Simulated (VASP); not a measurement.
# B (P6_3/mmc) in VASP: a series of runs, part 2 of 2

VASP 6.6.1. Earlier steps stand in the parts before.

### 4 Relaxation of cell and atoms, PBEsol

This run uses another cell than the first one: it holds 4 atoms, not 8.

INCAR

```
SYSTEM = B
PREC     = Accurate       ! precision mode
ENCUT    = 600            ! plane-wave cutoff, eV
EDIFF    = 1E-6           ! SCF threshold, eV
ISMEAR   = 0              ! smearing method
SIGMA    = 0.1            ! smearing width, eV
LREAL    = .FALSE.        ! projectors in reciprocal space
LASPH    = .TRUE.         ! aspherical terms in the spheres
NELM     = 80             ! most SCF steps
ALGO     = Normal         ! electronic algorithm
ISIF     = 3              ! what is computed and relaxed
LWAVE    = .FALSE.        ! write WAVECAR
LCHARG   = .FALSE.        ! write CHGCAR
GGA      = PS             ! functional
IBRION   = 2              ! ionic algorithm
NSW      = 100            ! ionic steps
EDIFFG   = -0.01          ! ionic threshold
```

KPOINTS

```
regular mesh
0
G
  18 18 12
  0 0 0
```

POSCAR

```
B
1.0
    2.9803534203      0.0000000000      0.0000000000
   -1.4901767101      2.5810617742      0.0000000000
    0.0000000000      0.0000000000      4.0182992076
B
4
Direct
    0.0000000000      0.0000000000      0.2500000000
    0.0000000000      0.0000000000      0.7500000000
    0.3333333333      0.6666666667      0.7500000000
    0.6666666667      0.3333333333      0.2500000000
```

Potentials or basis: VASP PAW PBE potentials, release 64 (B).

The run is started by

```bash
> cat potpaw_PBE.64/B/POTCAR > POTCAR
> mpirun -np 1 vasp_std > vasp.out
```

OUTCAR:

```text
SYSTEM = B
   PREC = Accurate
   ENCUT = 600
   EDIFF = 1E-6
   ISMEAR = 0
   LREAL = .FALSE.
   LASPH = .TRUE.
   NELM = 80
   ISIF = 3
   GGA = PS
   IBRION = 2
   NSW = 100
   EDIFFG = -0.01

 ion  position               nearest neighbor table
   1  0.000  0.000  0.250-   4 1.72   4 1.72   4 1.72   2 2.01   2 2.01
   2  0.000  0.000  0.750-   3 1.72   3 1.72   3 1.72   1 2.01   1 2.01
   3  0.333  0.667  0.750-   2 1.72   2 1.72   2 1.72
   4  0.667  0.333  0.250-   1 1.72   1 1.72   1 1.72

  LATTYP: Found a hexagonal cell.
 ALAT       =     2.9803534203
 C/A-ratio  =     1.3482626524

  Lattice vectors:

 A1 = (   2.9803534203,   0.0000000000,   0.0000000000)
 A2 = (  -1.4901767101,   2.5810617742,   0.0000000000)
 A3 = (   0.0000000000,   0.0000000000,   4.0182992076)

Analysis of symmetry for initial positions (statically):
=====================================================================
 Subroutine PRICEL returns:
 Original cell was already a primitive cell.

 Routine SETGRP: Setting up the symmetry group for a
 hexagonal supercell.

 Subroutine GETGRP returns: Found 24 space group operations
 (whereof 12 operations were pure point group operations)
 out of a pool of 24 trial point group operations.

The static configuration has the point symmetry D_3d.
 The point group associated with its full space group is D_6h.

Analysis of symmetry for dynamics (positions and initial velocities):
=====================================================================
 Subroutine PRICEL returns:
 Original cell was already a primitive cell.

 Routine SETGRP: Setting up the symmetry group for a
 hexagonal supercell.

 Subroutine GETGRP returns: Found 24 space group operations
 (whereof 12 operations were pure point group operations)
 out of a pool of 24 trial point group operations.

The dynamic configuration has the point symmetry D_3d.
[... 142 lines left out ...]
   NGX = 11   NGY = 11   NGZ = 17

--------------------------------------- Ionic step        1  -------------------------------------------

 number of electron      11.9999999 magnetization

 Free energy of the ion-electron system (eV)
  ---------------------------------------------------
  ext. energy  EPLUGINS =         0.00000000
  ---------------------------------------------------
  free energy    TOTEN  =       -24.54102439 eV

  energy without entropy =      -24.53511961  energy(sigma->0) =      -24.53807200

------------------------ aborting loop because EDIFF is reached ----------------------------------------

  FORCE on cell =-STRESS in cart. coord.  units (eV):
  Direction    XX          YY          ZZ          XY          YZ          ZX
  --------------------------------------------------------------------------------------
  -------------------------------------------------------------------------------------
  Total        0.3787006      0.3787006     -0.6929523      0.0000000      0.0000000      0.0000000
  in kB       19.6289975     19.6289975    -35.9174495      0.0000000      0.0000000      0.0000000
  external PRESSURE =       1.1135152 kB  Pullay stress =       0.0000000 kB
[... 101 lines left out ...]
--------------------------------------- Ionic step        4  -------------------------------------------

 number of electron      12.0000000 magnetization

 Free energy of the ion-electron system (eV)
  ---------------------------------------------------
  ext. energy  EPLUGINS =         0.00000000
  ---------------------------------------------------
  free energy    TOTEN  =       -24.54663310 eV

  energy without entropy =      -24.54097085  energy(sigma->0) =      -24.54380197

 E-fermi :   5.5100     XC(G=0): -11.6897

 val. band max:        5.5053394839   @ k =   0.2778   0.1667   0.2500
 cond. band min:       5.5160546010   @ k =   0.2778   0.1111   0.1667
 fundamental gap:      0.0107151171
 Fermi energy:         5.5100382416

 k-point     1 :       0.0000    0.0000    0.0000
  band No.  band energies     occupation
      1      -8.9040      2.00000
      2      -1.6588      2.00000
      3      -0.7137      2.00000
      4       5.0058      2.00000
      5       5.0058      2.00000
      6       6.8140      0.00000
      7       6.8140      0.00000
      8      12.9934      0.00000
      9      13.2763      0.00000
     10      13.3794      0.00000
[... 287 lines left out ...]
 k-point    24 :       0.3889    0.1111    0.0000
  band No.  band energies     occupation
      1      -5.3337      2.00000
      2      -3.2823      2.00000
      3       0.7791      2.00000
      4       1.9098      2.00000
      5       2.0125      2.00000
      6       3.3283      2.00000
      7       5.7341      0.00153
      8       5.7835      0.00011
      9      10.3885      0.00000
     10      10.5401      0.00000

 [... further k-points ...]

------------------------ aborting loop because EDIFF is reached ----------------------------------------

  FORCE on cell =-STRESS in cart. coord.  units (eV):
  Direction    XX          YY          ZZ          XY          YZ          ZX
  --------------------------------------------------------------------------------------
  -------------------------------------------------------------------------------------
  Total        0.0100743      0.0100743      0.0280645      0.0000000      0.0000000      0.0000000
  in kB        0.5264942      0.5264942      1.4666834      0.0000000      0.0000000      0.0000000
  external PRESSURE =       0.8398906 kB  Pullay stress =       0.0000000 kB
[... 19 lines left out ...]
  FREE ENERGIE OF THE ION-ELECTRON SYSTEM (eV)
  ---------------------------------------------------
  free  energy   TOTEN  =       -24.5466331014 eV

  energy  without entropy=      -24.5409708458  energy(sigma->0) =      -24.54380197

 reached required accuracy - stopping structural energy minimisation
```

It took 42 s on 1 thread of Intel Xeon 6975P-C (Granite Rapids), shared host; peak memory 0.2 GiB.

Results:

```yaml
Free_energy: -24.5466 eV
Relaxed_volume: 7.66 Å³/atom
Relaxed_cell: a = 2.988 Å, b = 2.988 Å, c = 3.965 Å, α = 90.00°, β = 90.00°, γ = 120.00°
Space_group_after_relaxing_to_0.1_Å: P6_3/mmc (No. 194)
Energy_gained_by_relaxing: 1.4 meV/atom
Ionic_steps: 4
Pressure_after_relaxing: 0.1 GPa
Band_gap_on_the_k_mesh: zero (bands 6 and 7 overlap by 3.28 eV)
```

Stress tensor (GPa, compression positive):
```
0.05 0.00 0.00
0.00 0.05 0.00
0.00 0.00 0.15
```

The path:
| step | energy change (eV) | largest force (eV/Å) | pressure (GPa) | volume (Å³) |
| --- | --- | --- | --- | --- |
| 1 | 0.0000 | 0.0000 | 0.11 | 30.91 |
| 2 | -0.0045 | 0.0000 | -1.35 | 30.93 |
| 3 | -0.0045 | 0.0000 | -1.31 | 30.93 |
| 4 | -0.0056 | 0.0000 | 0.08 | 30.66 |

Final structure:
```
CELL_PARAMETERS angstrom
2.98811 0.00000 0.00000
-1.49406 2.58778 0.00000
0.00000 0.00000 3.96468
ATOMIC_POSITIONS crystal
B 0.00000 0.00000 0.25000
B 0.00000 0.00000 0.75000
B 0.33333 0.66667 0.75000
B 0.66667 0.33333 0.25000
```

Caveat: the PAW data sets were made with another functional, which shifts forces and pressure a little.

### 5 The runs side by side

```csv
task,cell,k mesh,cutoff (eV),gap on the mesh (eV),pressure (GPa)
single point,"a = 2.987, b = 2.987, c = 7.932 Å, angles 90.0, 90.0, 120.0°, 8 atoms, atomic positions A",9 × 9 × 4,520,none,0.1
single point,"a = 2.987, b = 2.987, c = 3.966 Å, angles 90.0, 90.0, 120.0°, 4 atoms, atomic positions B",18 × 18 × 12,520,none,0.3
relaxation of cell and atoms,"relaxed from a = 2.980, b = 2.980, c = 4.018 Å, angles 90.0, 90.0, 120.0°, 4 atoms, atomic positions B",18 × 18 × 12,600,none,0.1
```

Alike in all rows: level PBEsol; potentials or basis VASP PAW PBE potentials, release 64 (B); no spin polarisation; smearing gaussian 0.1 eV.

Caveats: the PAW data sets were made with another functional, which shifts forces and pressure a little.

Total energies depend on the potentials used, so only differences within one code and one set of settings carry meaning.
